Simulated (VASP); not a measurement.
# C (Fmmm) in VASP: notebook

The runs below take C through single point, with LDA.

All numbers are computed with VASP 6.6.1; they aren't measurements. Logs are shortened: lines on timing, memory, paths and dates and some standing lists are left out, and cuts for length are marked.

### 1 The cell of the first run

Symmetry: Fmmm, No. 69, orthorhombic system. Conventional cell: a = 2.359 Å, b = 4.044 Å, c = 4.602 Å, α = 90.00°, β = 90.00°, γ = 90.00°. Within 1.8 Å of C (site symmetry m2m) lie 3 C at 1.34 to 1.36 Å.

### 2 Single point, LDA

The input, INCAR:

```
SYSTEM = C
PREC = Accurate ; ENCUT = 520
EDIFF = 1E-6 ; ISMEAR = 0
SIGMA = 0.1 ; LREAL = .False.
LASPH = .True. ; NELM = 80
ALGO = Normal ; ISIF = 2
LWAVE = .False. ; LCHARG = .True.
GGA = CA ; LELF = .True.
LVHAR = .True. ; NBANDS = 16
```

The input, KPOINTS:

```
regular mesh
0
Gamma
  20 20 10
  0 0 0
```

The input, POSCAR:

```
C
1.0
    1.1793175621     -2.0220526030      0.0000000000
    1.1793175621      2.0220526030      0.0000000000
    0.0000000000      0.0000000000      4.6017992773
C
4
Direct
    0.0842550801      0.9157449199      0.7500000000
    0.5842550801      0.4157449199      0.2500000000
    0.9157449199      0.0842550801      0.2500000000
    0.4157449199      0.5842550801      0.7500000000
```

Potentials or basis: VASP PAW LDA potentials, release 64 (C).

The run is started by

```bash
$ cat potpaw_LDA.64/C/POTCAR > POTCAR
$ mpirun -np 1 vasp_std > vasp.out
```

OUTCAR:

```text
SYSTEM = C
   PREC = Accurate
   ENCUT = 520
   EDIFF = 1E-6
   ISMEAR = 0
   LREAL = .False.
   LASPH = .True.
   NELM = 80
   ISIF = 2
   GGA = CA

 ion  position               nearest neighbor table
   1  0.084  0.916  0.750-   4 1.34   4 1.36   4 1.36
   2  0.584  0.416  0.250-   3 1.34   3 1.36   3 1.36
   3  0.916  0.084  0.250-   2 1.34   2 1.36   2 1.36
   4  0.416  0.584  0.750-   1 1.34   1 1.36   1 1.36

  LATTYP: Found a base centered orthorhombic cell.
 ALAT       =     2.3586351242
 B/A-ratio  =     1.7145955152
 C/A-ratio  =     1.9510433089

  Lattice vectors:

 A1 = (   1.1793175621,  -2.0220526030,   0.0000000000)
 A2 = (   1.1793175621,   2.0220526030,   0.0000000000)
 A3 = (   0.0000000000,   0.0000000000,   4.6017992773)

Analysis of symmetry for initial positions (statically):
=====================================================================
 Subroutine PRICEL returns following result:

  LATTYP: Found a face centered orthorhombic cell.
 ALAT       =     2.3586351242
 B/A-ratio  =     1.7145955152
 C/A-ratio  =     1.9510433089

  Lattice vectors:

 A1 = (   0.0000000000,  -2.0220526030,  -2.3008996386)
 A2 = (   1.1793175621,   0.0000000000,  -2.3008996386)
 A3 = (   1.1793175621,  -2.0220526030,   0.0000000000)

   2 primitive cells build up your supercell.

 Routine SETGRP: Setting up the symmetry group for a
 base centered orthorhombic supercell.

 Subroutine GETGRP returns: Found  8 space group operations
 (whereof  4 operations were pure point group operations)
 out of a pool of  8 trial point group operations.

The static configuration has the point symmetry C_2h.
 The point group associated with its full space group is D_2h.

Analysis of symmetry for dynamics (positions and initial velocities):
=====================================================================
 Subroutine PRICEL returns following result:

  LATTYP: Found a face centered orthorhombic cell.
 ALAT       =     2.3586351242
 B/A-ratio  =     1.7145955152
 C/A-ratio  =     1.9510433089

  Lattice vectors:

 A1 = (   0.0000000000,  -2.0220526030,  -2.3008996386)
 A2 = (   1.1793175621,   0.0000000000,  -2.3008996386)
 A3 = (   1.1793175621,  -2.0220526030,   0.0000000000)

   2 primitive cells build up your supercell.

 Routine SETGRP: Setting up the symmetry group for a
 base centered orthorhombic supercell.

 Subroutine GETGRP returns: Found  8 space group operations
 (whereof  4 operations were pure point group operations)
 out of a pool of  8 trial point group operations.

The dynamic configuration has the point symmetry C_2h.
 The point group associated with its full space group is D_2h.

 Subroutine INISYM returns: Found  8 space group operations
 (whereof  4 operations are pure point group operations),
 and found     2 'primitive' translations

----------------------------------------------------------------------------------------

                                     Primitive cell

  volume of cell :      10.9736

  direct lattice vectors                    reciprocal lattice vectors
     0.000000000 -2.022052603 -2.300899639    -0.423974014 -0.247273488 -0.217306306
     1.179317562  0.000000000 -2.300899639     0.423974014  0.247273488 -0.217306306
     1.179317562 -2.022052603  0.000000000     0.423974014 -0.247273488  0.217306306

  length of vectors
     3.063141504  2.585522976  2.340830332     0.536768267  0.536768267  0.536768267

  position of ions in fractional coordinates (direct lattice)
     0.334255080  0.165744920  0.834255080
     0.665744920  0.834255080  0.165744920

  ion indices of the primitive-cell ions
   primitive index   ion index
                 1           1
                 2           4

----------------------------------------------------------------------------------------

 KPOINTS: regular mesh

Automatic generation of k-mesh.
 Grid dimensions read from file:
 generate k-points for:   20   20   10

 Generating k-lattice:

  Cartesian coordinates                     Fractional coordinates (reciprocal lattice)
     0.021198701 -0.012363674  0.000000000     0.050000000  0.000000000  0.000000000
     0.021198701  0.012363674  0.000000000     0.000000000  0.050000000  0.000000000
     0.000000000  0.000000000  0.021730631     0.000000000  0.000000000  0.100000000

  Length of vectors
     0.024540688  0.024540688  0.021730631

  Shift w.r.t. Gamma in fractional coordinates (k-lattice)
     0.000000000  0.000000000  0.000000000

 Subroutine IBZKPT returns following result:
 ===========================================

 Found    666 irreducible k-points:

 Following reciprocal coordinates:
            Coordinates               Weight
  0.000000  0.000000  0.000000      1.000000
  0.050000 -0.000000  0.000000      4.000000
  0.100000  0.000000  0.000000      4.000000
  0.150000  0.000000  0.000000      4.000000
  0.200000  0.000000  0.000000      4.000000
  0.250000  0.000000  0.000000      4.000000
[... 16 lines left out ...]
 -0.400000  0.050000  0.000000      4.000000
 -0.350000  0.050000  0.000000      4.000000
 [... further k-points ...]
   k-points           NKPTS =    666   k-points in BZ     NKDIM =    666   number of bands    NBANDS=     16
   number of dos      NEDOS =    301   number of ions     NIONS =      4
   total plane-waves  NPLWV =  11664
   dimension x,y,z NGX =    18 NGY =   18 NGZ =   36
   dimension x,y,z NGXF=    36 NGYF=   36 NGZF=   72
   ions per type =               4
   NGX,Y,Z   is equivalent  to a cutoff of  12.78, 12.78, 13.01 a.u.
   NGXF,Y,Z  is equivalent  to a cutoff of  25.57, 25.57, 26.01 a.u.
 SYSTEM =  C
   PREC   = accura    normal or accurate (medium, high low for compatibility)
   ISTART =      0    job   : 0-new  1-cont  2-samecut
   ICHARG =      2    charge: 1-file 2-atom 10-const
   ISPIN  =      1    spin polarized calculation?
   LNONCOLLINEAR =      F non collinear calculations
   LSORBIT =      F    spin-orbit coupling
   LASPH  =      T    aspherical Exc in radial PAW
   ENCUT  =  520.0 eV  38.22 Ry    6.18 a.u.   4.35  4.35  8.56*2*pi/ulx,y,z
   NELM   =     80;   NELMIN=  2; NELMDL= -5     # of ELM steps
   EDIFF  = 0.1E-05   stopping-criterion for ELM
   LREAL  =      F    real-space projection
   EDIFFG = 0.1E-04   stopping-criterion for IOM
   NSW    =      0    number of steps for IOM
   IBRION =     -1    ionic relax: 0-MD 1-quasi-New 2-CG
   NFREE  =      0    steps in history (QN), initial steepest desc. (CG)
   ISIF   =      2    stress and relaxation
   ISYM   =      2    0-nonsym 1-usesym 2-fastsym
   POTIM  = 0.5000    time-step for ionic-motion
   TEBEG  =    0.0;   TEEND  =   0.0 temperature during run
   PSTRESS=    0.0 pullay stress
   NELECT =      16.0000    total number of electrons
   NUPDOWN=      -1.0000    fix difference up-down
   EMIN   =  10.00;   EMAX   =-10.00  energy-range for DOS
   EFERMI =   0.00;   METHOD = LEGACY
   ISMEAR =     0;   SIGMA  =   0.10  broadening in eV -4-tet -1-fermi 0-gaus
   EFERMI_NEDOS =   21; number of points for ismear=-14 and -15
   IALGO  =     38    algorithm
   IMIX   =      4    mixing-type and parameters
     AMIX     =   0.40;   BMIX     =  1.00
     AMIX_MAG =   1.60;   BMIX_MAG =  1.00
  volume/ion in A,a.u.               =       5.49        37.03
  Fermi-wavevector in a.u.,A,eV,Ry     =   1.473402  2.784326 29.537063  2.170913
  Thomas-Fermi vector in A             =   2.588299
   LORBIT       =      0    0 simple, 1 ext, 2 COOP (PROOUT), +10 PAW based schemes
   GGA     = CA    functional components
   LHFCALC =     F    Hartree Fock is set to
   AEXX    =    0.0000 exact exchange contribution
   IVDW    =     0    specifies the selected vdW correction
   LEPSILON=     F    determine dielectric tensor
   LRPA    =     F    only Hartree local field effects (RPA)
 non-spin polarized calculation
 Gauss-broadening in eV      SIGMA  =   0.10
  energy-cutoff  :      520.00
  volume of cell :       21.95
 maximum number of plane-waves:       623
 NGX is ok and might be reduce to    18
   NGX =  9   NGY =  9   NGZ = 17

 number of electron      16.0000003 magnetization

 Free energy of the ion-electron system (eV)
  ---------------------------------------------------
  ext. energy  EPLUGINS =         0.00000000
  ---------------------------------------------------
  free energy    TOTEN  =       -38.34115381 eV

  energy without entropy =      -38.33940624  energy(sigma->0) =      -38.34028002

 E-fermi :  10.2731     XC(G=0): -13.5091

 val. band max:       10.2727102601   @ k =  -0.4500   0.4000   0.2000
 cond. band min:      10.2737279037   @ k =   0.3500   0.3500   0.5000
 fundamental gap:      0.0010176436
 Fermi energy:        10.2731164691

 k-point     1 :       0.0000    0.0000    0.0000
  band No.  band energies     occupation
      1     -12.2121      2.00000
      2      -9.1060      2.00000
      3      -2.4064      2.00000
      4       6.6642      2.00000
      5       6.7581      2.00000
      6       6.7606      2.00000
[... 8 lines left out ...]
     15      23.6057      0.00000
     16      25.7200      0.00000

 k-point     2 :       0.0500   -0.0000    0.0000
  band No.  band energies     occupation
      1     -12.1448      2.00000
      2      -9.0465      2.00000
      3      -2.3236      2.00000
      4       6.4020      2.00000
      5       6.5950      2.00000
      6       6.8179      2.00000
[... 8 lines left out ...]
     15      23.4199      0.00000
     16      25.7628      0.00000

 k-point     3 :       0.1000    0.0000    0.0000
  band No.  band energies     occupation
      1     -11.9429      2.00000
      2      -8.8682      2.00000
      3      -2.0756      2.00000
      4       5.6212      2.00000
      5       6.1126      2.00000
      6       6.3870      2.00000
[... 8 lines left out ...]
     15      22.8957      0.00000
     16      25.9105      0.00000
[... 362 lines left out ...]
 k-point    23 :      -0.4000    0.0500    0.0000
  band No.  band energies     occupation
      1      -8.4317      2.00000
      2      -5.7711      2.00000
      3      -2.2061      2.00000
      4      -0.3127      2.00000
      5       2.2053      2.00000
      6       3.1115      2.00000
[... 8 lines left out ...]
     15      27.7269      0.00000
     16      29.7072      0.00000

 k-point    24 :      -0.3500    0.0500    0.0000
  band No.  band energies     occupation
      1      -9.3465      2.00000
      2      -6.5755      2.00000
      3      -0.7193      2.00000
      4       0.9699      2.00000
      5       1.0965      2.00000
      6       3.5159      2.00000
[... 8 lines left out ...]
     15      27.8807      0.00000
     16      28.6731      0.00000

 [... further k-points ...]
[... 5 lines left out ...]
  --------------------------------------------------------------------------------------
  -------------------------------------------------------------------------------------
  Total       12.5945069     12.5847504     12.3359321      0.0000000      0.0000000      0.0000000
  in kB      919.4134848    918.7012450    900.5372291      0.0000000      0.0000000      0.0000000
  external PRESSURE =     912.8839863 kB  Pullay stress =       0.0000000 kB

 VOLUME and BASIS-vectors are now :
 -----------------------------------------------------------------------------
  energy-cutoff  :      520.00
  volume of cell :       21.95
      direct lattice vectors                 reciprocal lattice vectors
     1.179317562 -2.022052603  0.000000000     0.423974014 -0.247273488  0.000000000
     1.179317562  2.022052603  0.000000000     0.423974014  0.247273488  0.000000000
     0.000000000  0.000000000  4.601799277     0.000000000  0.000000000  0.217306306

 POSITION                                       TOTAL-FORCE (eV/Angst)
 -----------------------------------------------------------------------------------
      1.17932      1.68132      3.45135         0.000000     -0.004002      0.000000
      1.17932     -0.34074      1.15045         0.000000     -0.004002      0.000000
      1.17932     -1.68132      1.15045         0.000000      0.004002     -0.000000
      1.17932      0.34074      3.45135         0.000000      0.004002     -0.000000
 -----------------------------------------------------------------------------------
    total drift:                                0.000000      0.000000     -0.000000

  FREE ENERGIE OF THE ION-ELECTRON SYSTEM (eV)
  ---------------------------------------------------
  free  energy   TOTEN  =       -38.3411538085 eV

  energy  without entropy=      -38.3394062353  energy(sigma->0) =      -38.34028002
```

It took 1.9 min on 1 thread of Intel Xeon Platinum 8488C (Sapphire Rapids), shared host; peak memory 0.26 GiB.

Results:

* Free energy: -38.3412 eV
* Pressure: 91.3 GPa
* Largest force: 0.004 eV/Å
* Band gap on the k mesh: zero (bands 8 and 9 overlap by 1.03 eV)

Forces on the atoms (eV/Å):
```
C    0.000 -0.004  0.000
C    0.000 -0.004  0.000
C    0.000  0.004  0.000
C    0.000  0.004  0.000
```

Stress tensor (GPa, compression positive):
```
91.94  0.00  0.00
 0.00 91.87  0.00
 0.00  0.00 90.05
```

Caveat: the cell stands under pressure.

### 3 Single point, LDA

This run uses another cell than the first one, of 6.77 Å³/atom.

The input, INCAR:

```
SYSTEM = C
  PREC = Accurate
  ENCUT = 520
  EDIFF = 1E-6
  ISMEAR = 0
  SIGMA = 0.1
  LREAL = .False.
  LASPH = .True.
  NELM = 60
  ALGO = Normal
  ISIF = 2
  LWAVE = .False.
  LCHARG = .True.
  GGA = CA
  LELF = .True.
  LVHAR = .True.
  NBANDS = 16
```

The input, KPOINTS:

```
regular mesh
0
Gamma
  20 20 8
  0 0 0
```

The input, POSCAR:

```
C
1.0
    1.2060681287     -2.0803856183      0.0000000000
    1.2060681287      2.0803856183      0.0000000000
    0.0000000000      0.0000000000      5.3992847087
C
4
Direct
    0.0833940146      0.9166059854      0.7500000000
    0.5833940146      0.4166059854      0.2500000000
    0.9166059854      0.0833940146      0.2500000000
    0.4166059854      0.5833940146      0.7500000000
```

Potentials or basis: VASP PAW LDA potentials, release 64 (C).

The run is started by

```bash
$ cat potpaw_LDA.64/C/POTCAR > POTCAR
$ mpirun -np 1 vasp_std > vasp.out
```

Wall time 1.9 min (1 thread of Intel Xeon Platinum 8488C (Sapphire Rapids), shared host); peak memory 0.25 GiB.

It converged, with:

```
Free energy            : -40.0205 eV
Pressure               : 26.0 GPa
Band gap on the k mesh : zero (bands 8 and 9 overlap by 0.78 eV)
```

Forces on the atoms (eV/Å):
```
C    0.000 -0.003  0.000
C    0.000 -0.003  0.000
C    0.000  0.003  0.000
C    0.000  0.003  0.000
```

Stress tensor (GPa, compression positive):
```
26.62  0.00  0.00
 0.00 26.60  0.00
 0.00  0.00 24.92
```

Levels at points of the mesh, in eV from the Fermi level:
```tsv
k point	band 4	band 5	band 6	band 7	band 8	band 9	band 10	band 11	band 12	band 13
(0.00, 0.00, 0.00)	-5.34	-3.27	-3.18	-3.10	-3.02	6.50	8.26	8.54	8.68	8.79
(0.50, 0.00, 0.00)	-13.54	-6.73	-6.73	-3.46	-3.46	2.61	2.61	8.00	8.00	12.77
(0.50, 0.50, 0.00)	-13.39	-6.96	-6.62	-4.62	-0.30	-0.30	3.32	7.05	8.73	12.77
(0.00, 0.00, 0.50)	-8.26	-3.14	-3.14	-3.14	-3.14	8.52	8.52	8.58	8.58	11.31
(0.50, 0.00, 0.50)	-13.84	-6.73	-6.73	-2.74	-2.74	1.39	1.39	7.93	7.93	14.10
(0.50, 0.50, 0.50)	-13.83	-6.80	-6.80	-2.67	-2.67	1.36	1.36	7.81	7.81	14.14
```

Caveat: the cell stands under pressure.

### 4 Single point, LDA

This run uses another cell than the first one, of 7.35 Å³/atom.

The input, INCAR:

```
PREC = Accurate
ENCUT = 520
EDIFF = 1E-7
ISMEAR = 0
SIGMA = 0.1
LREAL = F
LASPH = T
NELM = 100
ALGO = Normal
ISIF = 2
LWAVE = F
LCHARG = F
NBANDS = 16
```

The input, KPOINTS:

```
regular mesh
0
Gamma
  20 20 8
```

The input, POSCAR:

```
C
1.0
    1.2138225325     -2.0972420768      0.0000000000
    1.2138225325      2.0972420768      0.0000000000
    0.0000000000      0.0000000000      5.7735736116
C
4
Direct
    0.0832509313      0.9167490687      0.7500000000
    0.5832509313      0.4167490687      0.2500000000
    0.9167490687      0.0832509313      0.2500000000
    0.4167490687      0.5832509313      0.7500000000
```

The run is started by

```bash
$ cat potpaw_LDA.64/C/POTCAR > POTCAR
$ mpirun -np 1 vasp_std > vasp.out
```

Wall time 2.4 min (1 thread of Intel Xeon Platinum 8488C (Sapphire Rapids), shared host); peak memory 0.27 GiB.

Results (log left out):

```
Free energy            : -40.2840 eV
Pressure               : 13.0 GPa
Band gap on the k mesh : zero (bands 8 and 9 overlap by 0.56 eV)
```

Stress tensor (GPa, compression positive):
```
13.49  0.00  0.00
 0.00 13.50  0.00
 0.00  0.00 11.88
```

Levels at points of the mesh, in eV from the Fermi level:
| k point | band 5 | band 6 | band 7 | band 8 | band 9 | band 10 | band 11 | band 12 |
| --- | --- | --- | --- | --- | --- | --- | --- | --- |
| (0.00, 0.00, 0.00) | -3.23 | -3.15 | -3.10 | -3.08 | 5.35 | 8.27 | 8.41 | 8.51 |
| (0.50, 0.00, 0.00) | -6.66 | -6.66 | -3.11 | -3.11 | 2.19 | 2.19 | 7.80 | 7.80 |
| (0.50, 0.50, 0.00) | -6.81 | -6.61 | -4.10 | -0.90 | 0.06 | 3.00 | 7.16 | 8.30 |
| (0.00, 0.00, 0.50) | -3.16 | -3.16 | -3.13 | -3.13 | 8.44 | 8.44 | 8.45 | 8.45 |
| (0.50, 0.00, 0.50) | -6.66 | -6.66 | -2.68 | -2.68 | 1.37 | 1.37 | 7.77 | 7.77 |
| (0.50, 0.50, 0.50) | -6.71 | -6.71 | -2.65 | -2.65 | 1.38 | 1.38 | 7.69 | 7.69 |

Caveat: the cell stands under pressure.

### 5 The runs side by side

```tsv
cell	k mesh	gap on the mesh (eV)	pressure (GPa)
a = 2.341, b = 2.341, c = 4.602 Å, angles 90.0, 90.0, 119.5°, 4 atoms, atomic positions A	20 × 20 × 10	none	91.3
a = 2.405, b = 2.405, c = 5.399 Å, angles 90.0, 90.0, 119.8°, 4 atoms, atomic positions B	20 × 20 × 8	none	26.0
a = 2.423, b = 2.423, c = 5.774 Å, angles 90.0, 90.0, 119.9°, 4 atoms, atomic positions C	20 × 20 × 8	none	13.0
```

Alike in all rows: task single point; level LDA; potentials or basis VASP PAW LDA potentials, release 64 (C); no spin polarisation; cutoff (eV) 520; smearing gaussian 0.1 eV.

Caveats: the cell stands under pressure.

Total energies depend on the potentials used, so only differences within one code and one set of settings carry meaning.

The gap in the log of VASP goes by the Fermi energy; the results here count the filled bands.